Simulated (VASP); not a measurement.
# Si8HC in VASP: single point with LDA

Aim: the single point of Si8HC with LDA.

All numbers are computed with VASP 6.6.1; they aren't measurements. Logs are shortened: lines on timing, memory, paths and dates and some standing lists are left out, and cuts for length are marked.

### 1 The cell of the first run

The cell holds a slab with vacuum, 10 atoms: a = 3.802 Å, b = 3.802 Å, c = 26.735 Å, α = 90.00°, β = 90.00°, γ = 120.00°.

### 2 Single point, LDA, collinear spin

INCAR reads:

```
PREC = Accurate ; ENCUT = 520
EDIFF = 1E-7 ; ISMEAR = 0
SIGMA = 0.05 ; LREAL = F
LASPH = T ; NELM = 150
ALGO = Normal ; ISIF = 2
LWAVE = F ; LCHARG = F
ISPIN = 2 ; MAGMOM = 0 0 0 0 0 0 0 0 1 0
LORBIT = 11 ; LDIPOL = T
IDIPOL = 3 ; DIPOL = 0.5 0.5 0.392
NBANDS = 34
```

KPOINTS reads:

```
regular mesh
0
Gamma
  9 9 1
```

POSCAR reads:

```
Si8HC
1.0
    3.8016851310      0.0000000000      0.0000000000
   -1.9008425655      3.2923559006      0.0000000000
    0.0000000000      0.0000000000     26.7354944998
Si C H
8 1 1
Direct
    0.6666666667      0.3333333333      0.1496138401
    0.3333333333      0.6666666667      0.1792683806
    0.3333333333      0.6666666667      0.2672232955
    0.6666666667      0.3333333333      0.2968778360
    0.6666666667      0.3333333333      0.3846885246
    0.3333333333      0.6666666667      0.4138860585
    0.3333333333      0.6666666667      0.5036693682
    0.6666666667      0.3333333333      0.5287164036
    0.8333333333      0.6666666667      0.5797203121
    0.8333333333      0.6666666667      0.6208425497
```

Potentials or basis: VASP PAW LDA potentials, release 64 (Si, C, H).

Run with:

```console
$ cat potpaw_LDA.64/Si/POTCAR potpaw_LDA.64/C/POTCAR potpaw_LDA.64/H/POTCAR > POTCAR
$ mpirun -np 1 vasp_std > vasp.out
```

OUTCAR:

```text
PREC = Accurate
   ENCUT = 520
   EDIFF = 1E-7
   ISMEAR = 0
   LREAL = F
   LASPH = T
   NELM = 150
   ISIF = 2
   ISPIN = 2
   LORBIT = 11

 ion  position               nearest neighbor table
   1  0.667  0.333  0.150-   2 2.33   2 2.33   2 2.33
   2  0.333  0.667  0.179-   1 2.33   1 2.33   1 2.33   3 2.35
   3  0.333  0.667  0.267-   4 2.33   4 2.33   4 2.33   2 2.35
   4  0.667  0.333  0.297-   3 2.33   3 2.33   3 2.33   5 2.35
   5  0.667  0.333  0.385-   6 2.33   6 2.33   6 2.33   4 2.35
   6  0.333  0.667  0.414-   5 2.33   5 2.33   5 2.33   7 2.40
   7  0.333  0.667  0.504-   8 2.29   8 2.29   8 2.29   6 2.40
   8  0.667  0.333  0.529-   9 1.75   7 2.29   7 2.29   7 2.29
   9  0.833  0.667  0.580-  10 1.10   8 1.75
  10  0.833  0.667  0.621-   9 1.10

  LATTYP: Found a hexagonal cell.
 ALAT       =     3.8016851310
 C/A-ratio  =     7.0325378296

  Lattice vectors:

 A1 = (   3.8016851310,   0.0000000000,   0.0000000000)
 A2 = (  -1.9008425655,   3.2923559006,   0.0000000000)
 A3 = (   0.0000000000,   0.0000000000,  26.7354944998)

Analysis of symmetry for initial positions (statically):
=====================================================================
 Subroutine PRICEL returns:
 Original cell was already a primitive cell.

 Routine SETGRP: Setting up the symmetry group for a
 hexagonal supercell.

 Subroutine GETGRP returns: Found  2 space group operations
 (whereof  2 operations were pure point group operations)
 out of a pool of 24 trial point group operations.

The static configuration has the point symmetry C_1h.

Analysis of symmetry for dynamics (positions and initial velocities):
=====================================================================
 Subroutine PRICEL returns:
 Original cell was already a primitive cell.

 Routine SETGRP: Setting up the symmetry group for a
 hexagonal supercell.

 Subroutine GETGRP returns: Found  2 space group operations
 (whereof  2 operations were pure point group operations)
 out of a pool of 24 trial point group operations.

The dynamic configuration has the point symmetry C_1h.

Analysis of structural, dynamic, and magnetic symmetry:
=====================================================================
 Subroutine PRICEL returns:
 Original cell was already a primitive cell.

 Routine SETGRP: Setting up the symmetry group for a
 hexagonal supercell.

 Subroutine GETGRP returns: Found  2 space group operations
 (whereof  2 operations were pure point group operations)
 out of a pool of 24 trial point group operations.

The overall configuration has the point symmetry C_1h.

 Subroutine INISYM returns: Found  2 space group operations
 (whereof  2 operations are pure point group operations),
 and found     1 'primitive' translations

----------------------------------------------------------------------------------------

                                     Primitive cell

  volume of cell :     334.6348

  direct lattice vectors                    reciprocal lattice vectors
     3.801685131  0.000000000  0.000000000     0.263041248  0.151866935  0.000000000
    -1.900842566  3.292355901  0.000000000     0.000000000  0.303733870  0.000000000
     0.000000000  0.000000000 26.735494500     0.000000000  0.000000000  0.037403460

  length of vectors
     3.801685131  3.801685131 26.735494500     0.303733870  0.303733870  0.037403460

  position of ions in fractional coordinates (direct lattice)
     0.666666667  0.333333333  0.149613840
     0.333333333  0.666666667  0.179268381
     0.333333333  0.666666667  0.267223296
     0.666666667  0.333333333  0.296877836
     0.666666667  0.333333333  0.384688525
     0.333333333  0.666666667  0.413886058
     0.333333333  0.666666667  0.503669368
     0.666666667  0.333333333  0.528716404
     0.833333333  0.666666667  0.579720312
     0.833333333  0.666666667  0.620842550

  ion indices of the primitive-cell ions
   primitive index   ion index
                 1           1
                 2           2
                 3           3
                 4           4
                 5           5
                 6           6
                 7           7
                 8           8
                 9           9
                10          10

----------------------------------------------------------------------------------------

 KPOINTS: regular mesh

Automatic generation of k-mesh.
 Grid dimensions read from file:
 generate k-points for:    9    9    1

 Generating k-lattice:

  Cartesian coordinates                     Fractional coordinates (reciprocal lattice)
     0.029226805  0.016874104  0.000000000     0.111111111 -0.000000000  0.000000000
     0.000000000  0.033748208  0.000000000     0.000000000  0.111111111  0.000000000
     0.000000000  0.000000000  0.037403460     0.000000000  0.000000000  1.000000000

  Length of vectors
     0.033748208  0.033748208  0.037403460

  Shift w.r.t. Gamma in fractional coordinates (k-lattice)
     0.000000000  0.000000000  0.000000000

 Subroutine IBZKPT returns following result:
 ===========================================

 Found     25 irreducible k-points:

 Following reciprocal coordinates:
            Coordinates               Weight
  0.000000  0.000000  0.000000      1.000000
  0.111111 -0.000000  0.000000      4.000000
  0.000000  0.111111  0.000000      2.000000
  0.222222 -0.000000  0.000000      4.000000
  0.000000  0.222222  0.000000      2.000000
  0.333333  0.000000  0.000000      4.000000
[... 16 lines left out ...]
 -0.222222 -0.444444  0.000000      4.000000
  0.444444  0.333333  0.000000      4.000000
   k-points           NKPTS =     25   k-points in BZ     NKDIM =     25   number of bands    NBANDS=     34
   number of dos      NEDOS =    301   number of ions     NIONS =     10
   total plane-waves  NPLWV = 156800
   dimension x,y,z NGX =    28 NGY =   28 NGZ =  200
   dimension x,y,z NGXF=    56 NGYF=   56 NGZF=  400
   ions per type =               8   1   1
   NGX,Y,Z   is equivalent  to a cutoff of  12.24, 12.24, 12.44 a.u.
   NGXF,Y,Z  is equivalent  to a cutoff of  24.49, 24.49, 24.87 a.u.
 SYSTEM =  unknown system
   PREC   = accura    normal or accurate (medium, high low for compatibility)
   ISTART =      0    job   : 0-new  1-cont  2-samecut
   ICHARG =      2    charge: 1-file 2-atom 10-const
   ISPIN  =      2    spin polarized calculation?
   LNONCOLLINEAR =      F non collinear calculations
   LSORBIT =      F    spin-orbit coupling
   LASPH  =      T    aspherical Exc in radial PAW
   ENCUT  =  520.0 eV  38.22 Ry    6.18 a.u.   7.07  7.07 49.71*2*pi/ulx,y,z
   NELM   =    150;   NELMIN=  2; NELMDL= -5     # of ELM steps
   EDIFF  = 0.1E-06   stopping-criterion for ELM
   LREAL  =      F    real-space projection
   EDIFFG = 0.1E-05   stopping-criterion for IOM
   NSW    =      0    number of steps for IOM
   IBRION =     -1    ionic relax: 0-MD 1-quasi-New 2-CG
   NFREE  =      0    steps in history (QN), initial steepest desc. (CG)
   ISIF   =      2    stress and relaxation
   ISYM   =      2    0-nonsym 1-usesym 2-fastsym
   POTIM  = 0.5000    time-step for ionic-motion
   TEBEG  =    0.0;   TEEND  =   0.0 temperature during run
   PSTRESS=    0.0 pullay stress
   NELECT =      37.0000    total number of electrons
   NUPDOWN=      -1.0000    fix difference up-down
   EMIN   =  10.00;   EMAX   =-10.00  energy-range for DOS
   EFERMI =   0.00;   METHOD = LEGACY
   ISMEAR =     0;   SIGMA  =   0.05  broadening in eV -4-tet -1-fermi 0-gaus
   EFERMI_NEDOS =   21; number of points for ismear=-14 and -15
   IALGO  =     38    algorithm
   IMIX   =      4    mixing-type and parameters
     AMIX     =   0.40;   BMIX     =  1.00
     AMIX_MAG =   1.60;   BMIX_MAG =  1.00
  volume/ion in A,a.u.               =      33.46       225.82
  Fermi-wavevector in a.u.,A,eV,Ry     =   0.785751  1.484854  8.400303  0.617405
  Thomas-Fermi vector in A             =   1.890151
   LORBIT       =     11    0 simple, 1 ext, 2 COOP (PROOUT), +10 PAW based schemes
   GGA     = CA    functional components
   LHFCALC =     F    Hartree Fock is set to
   AEXX    =    0.0000 exact exchange contribution
   IVDW    =     0    specifies the selected vdW correction
   LEPSILON=     F    determine dielectric tensor
   LRPA    =     F    only Hartree local field effects (RPA)
 spin polarized calculation
 Gauss-broadening in eV      SIGMA  =   0.05
  energy-cutoff  :      520.00
  volume of cell :      334.63
 maximum number of plane-waves:      9075
   NGX = 15   NGY = 15   NGZ = 99

 dipolmoment           0.000000      0.000000      1.173774 electrons x Angstroem

 number of electron      36.9999999 magnetization       0.0545974

 number of electron      36.9999999 magnetization      -0.1010245

 dipolmoment           0.000000      0.000000     -0.034159 electrons x Angstroem

 Free energy of the ion-electron system (eV)
  ---------------------------------------------------
  ext. energy  EPLUGINS =         0.00000000
  ---------------------------------------------------
  free energy    TOTEN  =       -55.35667380 eV

  energy without entropy =      -55.35208882  energy(sigma->0) =      -55.35438131

 E-fermi :   0.5113     XC(G=0):  -5.5210

 val. band max:        0.5103268576   @ k =   0.2222   0.2222   0.0000
 cond. band min:       0.5238515268   @ k =   0.2222   0.2222   0.0000
 fundamental gap:      0.0135246692
 Fermi energy:         0.5112536489

 spin component 1

 k-point     1 :       0.0000    0.0000    0.0000
  band No.  band energies     occupation
      1     -12.1970      1.00000
      2     -11.2846      1.00000
      3     -10.5661      1.00000
      4      -9.6746      1.00000
      5      -8.9208      1.00000
      6      -5.9257      1.00000
[... 781 lines left out ...]
     29       5.8321      0.00000
     30       6.1195      0.00000

 [... further k-points ...]

 spin component 2

 k-point     1 :       0.0000    0.0000    0.0000
  band No.  band energies     occupation
      1     -12.0233      1.00000
      2     -11.3105      1.00000
      3     -10.6018      1.00000
      4      -9.7258      1.00000
      5      -8.7845      1.00000
      6      -5.9271      1.00000
[... 781 lines left out ...]
     29       5.7947      0.00000
     30       6.0766      0.00000

 [... further k-points ...]

 [bands above 30 left out]

------------------------ aborting loop because EDIFF is reached ----------------------------------------

 vacuum level on the upper side and lower side of the slab       (xc-potential included)        -0.249         0.235

  FORCE on cell =-STRESS in cart. coord.  units (eV):
  Direction    XX          YY          ZZ          XY          YZ          ZX
  --------------------------------------------------------------------------------------
  -------------------------------------------------------------------------------------
  Total        0.0822482      1.3930100      0.4203267      0.0000000     -0.0444677      0.0000000
  in kB        0.3937912      6.6695063      2.0124562      0.0000000     -0.2129042      0.0000000
  external PRESSURE =       3.0252512 kB  Pullay stress =       0.0000000 kB

 VOLUME and BASIS-vectors are now :
 -----------------------------------------------------------------------------
  energy-cutoff  :      520.00
  volume of cell :      334.63
      direct lattice vectors                 reciprocal lattice vectors
     3.801685131  0.000000000  0.000000000     0.263041248  0.151866935  0.000000000
    -1.900842566  3.292355901  0.000000000     0.000000000  0.303733870  0.000000000
     0.000000000  0.000000000 26.735494500     0.000000000  0.000000000  0.037403460

 POSITION                                       TOTAL-FORCE (eV/Angst)
 -----------------------------------------------------------------------------------
      1.90084      1.09745      4.00000         0.000000     -0.011343      0.492029
     -0.00000      2.19490      4.79283         0.000000      0.009983     -0.607915
     -0.00000      2.19490      7.14435         0.000000     -0.003269      0.192942
      1.90084      1.09745      7.93718         0.000000     -0.010126     -0.161119
      1.90084      1.09745     10.28484         0.000000      0.014095      0.021943
     -0.00000      2.19490     11.06545         0.000000      0.080587      0.074247
     -0.00000      2.19490     13.46585         0.000000      0.167987     -0.604529
      1.90084      1.09745     14.13549        -0.000000     -0.466584      0.611941
      1.90084      2.19490     15.49911        -0.000000      0.250906     -0.064181
      1.90084      2.19490     16.59853         0.000000     -0.032235      0.044641
 -----------------------------------------------------------------------------------
    total drift:                               -0.000000      0.000098      0.000289

  FREE ENERGIE OF THE ION-ELECTRON SYSTEM (eV)
  ---------------------------------------------------
  free  energy   TOTEN  =       -55.3566737969 eV

  energy  without entropy=      -55.3520888166  energy(sigma->0) =      -55.35438131

 vacuum level on the upper side and lower side of the slab         4.963         5.456

 total charge

# of ion       s       p       d       tot
------------------------------------------
    1        0.806   0.864   0.000   1.670
    2        0.764   0.938   0.000   1.702
    3        0.770   0.937   0.000   1.707
    4        0.766   0.947   0.000   1.713
    5        0.764   0.949   0.000   1.713
    6        0.771   0.939   0.000   1.710
    7        0.793   0.921   0.000   1.713
    8        0.763   0.982   0.000   1.745
    9        0.905   1.445   0.000   2.350
   10        0.604   0.048   0.000   0.652
--------------------------------------------------
tot          7.707   8.969   0.000  16.676

 magnetization (x)

# of ion       s       p       d       tot
------------------------------------------
    1       -0.024  -0.129   0.000  -0.153
    2       -0.003  -0.015   0.000  -0.018
    3       -0.006  -0.028   0.000  -0.034
    4       -0.001  -0.007   0.000  -0.008
    5        0.000  -0.002   0.000  -0.002
    6        0.005   0.010   0.000   0.015
    7        0.010   0.016   0.000   0.026
    8        0.003   0.001   0.000   0.004
    9        0.018   0.183   0.000   0.201
   10       -0.000   0.003   0.000   0.003
--------------------------------------------------
tot          0.001   0.032   0.000   0.034
```

It took 41 min on 1 thread of Oxide Virtual Turin-like, shared host; peak memory 0.58 GiB.

Results:

| Item | Value |
| --- | --- |
| Free energy | -55.3567 eV |
| Largest force | 0.770 eV/Å |
| Net moment | -0.10 μB per cell |
| Site moments | Si -0.15, -0.02, -0.03, -0.01, -0.00, +0.01, +0.03, +0.00; C +0.20; H +0.00 μB |
| Valence electrons inside the program's atomic spheres | Si 1.67, 1.70, 1.71, 1.75 (each value once); C 2.35; H 0.65 |

Forces in eV/Å, atoms in the order of the input:
```
Si   0.000 -0.011  0.492
Si   0.000  0.010 -0.608
Si   0.000 -0.003  0.193
Si   0.000 -0.010 -0.161
Si   0.000  0.014  0.022
Si   0.000  0.081  0.074
Si   0.000  0.168 -0.605
Si   0.000 -0.467  0.612
C    0.000  0.251 -0.064
H    0.000 -0.032  0.045
```

Levels at points of the mesh, in eV from the Fermi level:
Spin up:
```tsv
k point	band 15	band 16	band 17	band 18	band 19	band 20	band 21	band 22
(0.00, 0.00, 0.00)	-0.37	-0.27	0.11	0.15	0.47	1.38	1.40	1.78
```
Spin down:
```tsv
k point	band 16	band 17	band 18	band 19	band 20	band 21	band 22	band 23
(0.00, 0.00, 0.00)	0.04	0.05	0.08	0.30	1.39	1.74	1.78	2.16
```
